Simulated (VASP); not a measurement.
# AlNi (Cm) in VASP: further runs

The runs below take AlNi through single point, with PBEsol.

Program: VASP 6.6.1. These are calculated values, not measurements. Logs are shortened: lines on timing, memory, paths and dates and some standing lists are left out, and cuts for length are marked.

## Step 1: The cell of the first run

The structure is monoclinic, space group Cm (No. 8). Conventional cell: a = 4.047 Å, b = 4.047 Å, c = 8.911 Å, α = 90.00°, β = 94.34°, γ = 90.00°. Within 2.9 Å of Al (site symmetry m) lie 7 Ni at 2.19 to 2.75 Å and 5 Al at 2.86 Å. Within 3.3 Å of Al (site symmetry m) lie 8 Ni at 2.48 Å and 6 Al at 2.86 Å. Within 3.3 Å of Al (site symmetry m) lie 8 Ni at 2.48 Å and 6 Al at 2.86 to 3.23 Å. Within 2.9 Å of Ni (site symmetry m) lie 7 Al at 2.19 to 2.75 Å and 5 Ni at 2.86 Å. Within 3.3 Å of Ni (site symmetry m) lie 8 Al at 2.48 Å and 6 Ni at 2.86 to 3.23 Å. Within 3.3 Å of Ni (site symmetry m) lie 8 Al at 2.48 Å and 6 Ni at 2.86 Å.

## Step 2: Single point, PBEsol (the part above a cut slid along it)

File INCAR:

```
SYSTEM = AlNi
PREC = Accurate
ENCUT = 520
EDIFF = 1E-6
ISMEAR = 0
SIGMA = 0.15
LREAL = .False.
LASPH = .True.
NELM = 60
ALGO = Fast
ISIF = 2
LWAVE = .False.
LCHARG = .False.
GGA = PS
NBANDS = 28
```

File KPOINTS:

```
Automatic mesh
0
Gamma
  15 15 5
  0 0 0
```

File POSCAR:

```
AlNi
1.0
    0.0000000000     -2.8618233747      0.0000000000
    0.0000000000      0.0000000000     -2.8618233747
    8.8854701242     -0.4769705624     -0.4769705624
Al Ni
3 3
Direct
    0.9865800415     -0.0134199585      0.0805197512
    0.9329002073     -0.0670997927      0.4025987560
    0.8792203732     -0.1207796268      0.7246777608
    0.3523804561      0.3523804561      0.8857172632
    0.4597401244      0.4597401244      0.2415592536
    0.4060602903      0.4060602903      0.5636382584
```

Potentials or basis: VASP PAW PBE potentials, release 64 (Al, Ni).

Launch:

```
cat potpaw_PBE.64/Al/POTCAR potpaw_PBE.64/Ni/POTCAR > POTCAR
mpirun -np 1 vasp_std > vasp.out
```

OUTCAR:

```text
SYSTEM = AlNi
   PREC = Accurate
   ENCUT = 520
   EDIFF = 1E-6
   ISMEAR = 0
   LREAL = .False.
   LASPH = .True.
   NELM = 60
   ISIF = 2
   GGA = PS

 ion  position               nearest neighbor table
   1  0.987  0.987  0.081-   4 2.19   5 2.48   5 2.48   5 2.48   5 2.48   4 2.75   4 2.75   2 2.86
                             4 3.21   3 3.23
   2  0.933  0.933  0.403-   6 2.48   5 2.48   6 2.48   6 2.48   5 2.48   5 2.48   5 2.48   6 2.48
                             3 2.86   1 2.86
   3  0.879  0.879  0.725-   4 2.48   6 2.48   6 2.48   6 2.48   4 2.48   4 2.48   6 2.48   4 2.48
                             2 2.86   1 3.23
   4  0.352  0.352  0.886-   1 2.19   3 2.48   3 2.48   3 2.48   3 2.48   1 2.75   1 2.75   6 2.86
                             1 3.21
   5  0.460  0.460  0.242-   1 2.48   2 2.48   1 2.48   1 2.48   2 2.48   2 2.48   1 2.48   2 2.48
                             6 2.86
   6  0.406  0.406  0.564-   2 2.48   3 2.48   2 2.48   2 2.48   3 2.48   3 2.48   3 2.48   2 2.48
                             5 2.86   4 2.86

  LATTYP: Found a base centered monoclinic cell.
 ALAT       =     4.0472294296
 B/A-ratio  =     1.0000000000
 C/A-ratio  =     2.2017622665
 COS(beta)  =    -0.0756969402

  Lattice vectors:

 A1 = (   0.0000000000,   2.8618233747,   0.0000000000)
 A2 = (   0.0000000000,   0.0000000000,   2.8618233747)
 A3 = (   8.8854701242,  -0.4769705624,  -0.4769705624)

Analysis of symmetry for initial positions (statically):
=====================================================================
 Subroutine PRICEL returns:
 Original cell was already a primitive cell.

 Routine SETGRP: Setting up the symmetry group for a
 base centered monoclinic supercell.

 Subroutine GETGRP returns: Found  2 space group operations
 (whereof  2 operations were pure point group operations)
 out of a pool of  4 trial point group operations.

The static configuration has the point symmetry C_1h.

Analysis of symmetry for dynamics (positions and initial velocities):
=====================================================================
 Subroutine PRICEL returns:
 Original cell was already a primitive cell.

 Routine SETGRP: Setting up the symmetry group for a
 base centered monoclinic supercell.

 Subroutine GETGRP returns: Found  2 space group operations
 (whereof  2 operations were pure point group operations)
 out of a pool of  4 trial point group operations.

The dynamic configuration has the point symmetry C_1h.

 Subroutine INISYM returns: Found  2 space group operations
 (whereof  2 operations are pure point group operations),
[... 110 lines left out ...]
   ISIF   =      2    stress and relaxation
   ISYM   =      2    0-nonsym 1-usesym 2-fastsym
   POTIM  = 0.5000    time-step for ionic-motion
   TEBEG  =    0.0;   TEEND  =   0.0 temperature during run
   PSTRESS=    0.0 pullay stress
   NELECT =      39.0000    total number of electrons
   NUPDOWN=      -1.0000    fix difference up-down
   EMIN   =  10.00;   EMAX   =-10.00  energy-range for DOS
   EFERMI =   0.00;   METHOD = LEGACY
   ISMEAR =     0;   SIGMA  =   0.15  broadening in eV -4-tet -1-fermi 0-gaus
   EFERMI_NEDOS =   21; number of points for ismear=-14 and -15
   IALGO  =     68    algorithm
   IMIX   =      4    mixing-type and parameters
     AMIX     =   0.40;   BMIX     =  1.00
     AMIX_MAG =   1.60;   BMIX_MAG =  1.00
  volume/ion in A,a.u.               =      12.13        81.85
  Fermi-wavevector in a.u.,A,eV,Ry     =   1.329763  2.512888 24.058780  1.768270
  Thomas-Fermi vector in A             =   2.458901
   LORBIT       =      0    0 simple, 1 ext, 2 COOP (PROOUT), +10 PAW based schemes
   GGA     = PS    functional components
   LHFCALC =     F    Hartree Fock is set to
   AEXX    =    0.0000 exact exchange contribution
   IVDW    =     0    specifies the selected vdW correction
   LEPSILON=     F    determine dielectric tensor
   LRPA    =     F    only Hartree local field effects (RPA)
 non-spin polarized calculation
 RMM-DIIS sequential band-by-band and
 Gauss-broadening in eV      SIGMA  =   0.15
  energy-cutoff  :      520.00
  volume of cell :       72.77
 maximum number of plane-waves:      1979
 NGX is ok and might be reduce to    24
   NGX = 11   NGY = 11   NGZ = 33

 number of electron      39.0000010 magnetization

 Free energy of the ion-electron system (eV)
  ---------------------------------------------------
  ext. energy  EPLUGINS =         0.00000000
  ---------------------------------------------------
  free energy    TOTEN  =       -34.17858900 eV

  energy without entropy =      -34.15294724  energy(sigma->0) =      -34.16576812

 E-fermi :   9.6755     XC(G=0): -12.0794

 val. band max:        9.6738964829   @ k =   0.1333   0.0667   0.0000
 cond. band min:       9.6761018032   @ k =   0.3333   0.0000   0.4000
 fundamental gap:      0.0022053203
 Fermi energy:         9.6755351901

 k-point     1 :       0.0000    0.0000    0.0000
  band No.  band energies     occupation
      1      -1.3864      2.00000
      2       0.3816      2.00000
      3       0.7958      2.00000
      4       5.0413      2.00000
      5       5.3251      2.00000
      6       6.4144      2.00000
[... 733 lines left out ...]
     27      16.4412      0.00000
     28      18.0305      0.00000

 [... further k-points ...]

------------------------ aborting loop because EDIFF is reached ----------------------------------------

  FORCE on cell =-STRESS in cart. coord.  units (eV):
  Direction    XX          YY          ZZ          XY          YZ          ZX
  --------------------------------------------------------------------------------------
  -------------------------------------------------------------------------------------
  Total        0.1613536     -0.8576110     -0.8576110      2.1559144      0.9063796      2.1559144
  in kB        3.5524112    -18.8814281    -18.8814281     47.4652790     19.9551335     47.4652781
  external PRESSURE =     -11.4034817 kB  Pullay stress =       0.0000000 kB

 VOLUME and BASIS-vectors are now :
 -----------------------------------------------------------------------------
  energy-cutoff  :      520.00
  volume of cell :       72.77
      direct lattice vectors                 reciprocal lattice vectors
     0.000000000 -2.861823375  0.000000000    -0.018757214 -0.349427574  0.000000000
     0.000000000  0.000000000 -2.861823375    -0.018757214  0.000000000 -0.349427574
     8.885470124 -0.476970562 -0.476970562     0.112543285  0.000000000  0.000000000

 POSITION                                       TOTAL-FORCE (eV/Angst)
 -----------------------------------------------------------------------------------
      0.71546     -2.86182     -2.86182         0.263249      0.942692      0.942692
      3.57728     -2.86182     -2.86182        -0.032759      0.025022      0.025022
      6.43910     -2.86182     -2.86182         0.452315     -0.118083     -0.118083
      7.87001     -1.43091     -1.43091        -0.760507     -0.856777     -0.856777
      2.14637     -1.43091     -1.43091         0.103790      0.031230      0.031230
      5.00819     -1.43091     -1.43091        -0.026088     -0.024084     -0.024084
 -----------------------------------------------------------------------------------
    total drift:                                0.000435     -0.000054     -0.000054

  FREE ENERGIE OF THE ION-ELECTRON SYSTEM (eV)
  ---------------------------------------------------
  free  energy   TOTEN  =       -34.1785889968 eV

  energy  without entropy=      -34.1529472392  energy(sigma->0) =      -34.16576812
```

OSZICAR:

```text
N       E                     dE             d eps       ncg     rms          rms(c)
DAV:   1     0.218255021924E+03    0.21826E+03   -0.16440E+04 17032   0.157E+03
DAV:   2    -0.257315357295E+02   -0.24399E+03   -0.23352E+03 17052   0.317E+02
DAV:   3    -0.387208081813E+02   -0.12989E+02   -0.12625E+02 19324   0.933E+01
DAV:   4    -0.390009460402E+02   -0.28014E+00   -0.27930E+00 20268   0.125E+01
DAV:   5    -0.390095421350E+02   -0.85961E-02   -0.85951E-02 20168   0.209E+00    0.220E+01
RMM:   6    -0.453984704130E+02   -0.63889E+01   -0.99753E+01 18897   0.102E+02    0.317E+01
RMM:   7    -0.344510506087E+02    0.10947E+02   -0.27313E+01 17049   0.575E+01    0.348E+00
RMM:   8    -0.344219041546E+02    0.29146E-01   -0.19459E+00 17590   0.123E+01    0.589E+00
RMM:   9    -0.342304180033E+02    0.19149E+00   -0.35527E-01 18486   0.598E+00    0.202E+00
RMM:  10    -0.341890345194E+02    0.41383E-01   -0.93235E-02 18634   0.200E+00    0.121E+00
RMM:  11    -0.341832760989E+02    0.57584E-02   -0.31010E-02 19486   0.179E+00    0.853E-01
RMM:  12    -0.341787129688E+02    0.45631E-02   -0.93503E-03 20315   0.991E-01    0.389E-01
RMM:  13    -0.341786066357E+02    0.10633E-03   -0.14432E-03 20699   0.295E-01    0.614E-02
RMM:  14    -0.341785753245E+02    0.31311E-04   -0.41376E-04 21027   0.154E-01    0.342E-02
RMM:  15    -0.341785870628E+02   -0.11738E-04   -0.16536E-04 25023   0.775E-02    0.295E-02
RMM:  16    -0.341785887808E+02   -0.17180E-05   -0.19282E-05 20774   0.233E-02    0.150E-02
RMM:  17    -0.341785889968E+02   -0.21599E-06   -0.34482E-06 15248   0.133E-02
   1 F= -.34178589E+02 E0= -.34165768E+02  d E =-.256418E-01
```

It took 17 min on 1 thread of Intel Xeon 8259CL, shared host; peak memory 0.55 GiB.

Results:

```
Free energy            : -34.1786 eV
Pressure               : -1.1 GPa
Largest force          : 1.431 eV/Å
Band gap on the k mesh : zero (an odd number of electrons rules out a gap without spin polarisation)
```

Forces on the atoms (eV/Å):
```
Al   0.263  0.943  0.943
Al  -0.033  0.025  0.025
Al   0.452 -0.118 -0.118
Ni  -0.761 -0.857 -0.857
Ni   0.104  0.031  0.031
Ni  -0.026 -0.024 -0.024
```

Levels at points of the mesh, in eV from the Fermi level:
```tsv
k point	band 15	band 16	band 17	band 18	band 19	band 20	band 21	band 22	band 23	band 24
(0.00, 0.00, 0.00)	-1.58	-1.55	-1.53	-1.17	-0.70	-0.17	4.74	5.92	5.94	7.36
```

Caveat: the cell differs from its parent crystal (the part above a cut slid along it); the PAW data sets were made with another functional, which shifts forces and pressure a little. Spin polarisation is off, so any magnetic state and its effect on volume and gap are missing.

## Step 3: Single point, PBEsol (the part above a cut slid along it)

File INCAR:

```
SYSTEM = AlNi
PREC = Accurate
ENCUT = 520
EDIFF = 1E-6
ISMEAR = 0
SIGMA = 0.15
LREAL = .FALSE.
LASPH = .TRUE.
NELM = 100
ALGO = Fast
ISIF = 2
LWAVE = .FALSE.
LCHARG = .TRUE.
GGA = PS
LELF = .TRUE.
LVHAR = .TRUE.
NBANDS = 28
```

File KPOINTS:

```
regular mesh
0
G
  15 15 5
  0 0 0
```

File POSCAR:

```
AlNi
1.0
    0.0000000000     -2.8618233747      0.0000000000
    0.0000000000      0.0000000000     -2.8618233747
    8.8854701242     -1.1924264061     -1.1924264061
Al Ni
3 3
Direct
    0.9664501037     -0.0335498963      0.0805197512
    0.8322505183     -0.1677494817      0.4025987560
    0.6980509330     -0.3019490670      0.7246777608
    0.1309511403      0.1309511403      0.8857172632
    0.3993503110      0.3993503110      0.2415592536
    0.2651507257      0.2651507257      0.5636382584
```

Potentials or basis: VASP PAW PBE potentials, release 64 (Al, Ni).

Launch:

```
cat potpaw_PBE.64/Al/POTCAR potpaw_PBE.64/Ni/POTCAR > POTCAR
mpirun -np 1 vasp_std > vasp.out
```

It took 18 min on 1 thread of Intel Xeon 8259CL, shared host; peak memory 0.55 GiB.

The run converged. Its results:

| Quantity | Value |
| --- | --- |
| Free energy | -31.4071 eV |
| Pressure | 11.7 GPa |
| Largest force | 10.914 eV/Å |
| Band gap on the k mesh | zero (an odd number of electrons rules out a gap without spin polarisation) |

Forces on the atoms (eV/Å):
```
Al    9.963   1.719   1.719
Al    0.015   0.019   0.019
Al    0.334  -0.090  -0.090
Ni  -10.644  -1.706  -1.706
Ni    0.472   0.076   0.076
Ni   -0.140  -0.018  -0.018
```

Stress tensor (GPa, compression positive):
```
40.71  7.83  7.83
 7.83 -2.80  0.98
 7.83  0.98 -2.80
```

Levels at points of the mesh, in eV from the Fermi level:
```
           k point  band 15  band 16  band 17  band 18  band 19  band 20  band 21  band 22  band 23  band 24
(0.00, 0.00, 0.00)    -1.83    -1.64    -1.59    -1.39    -1.25    -0.24     4.80     6.13     6.13     6.77
```

Caveat: the cell differs from its parent crystal (the part above a cut slid along it); the stress differs along the axes, from -3 to 41 GPa; the PAW data sets were made with another functional, which shifts forces and pressure a little. Spin polarisation is off, so any magnetic state and its effect on volume and gap are missing.
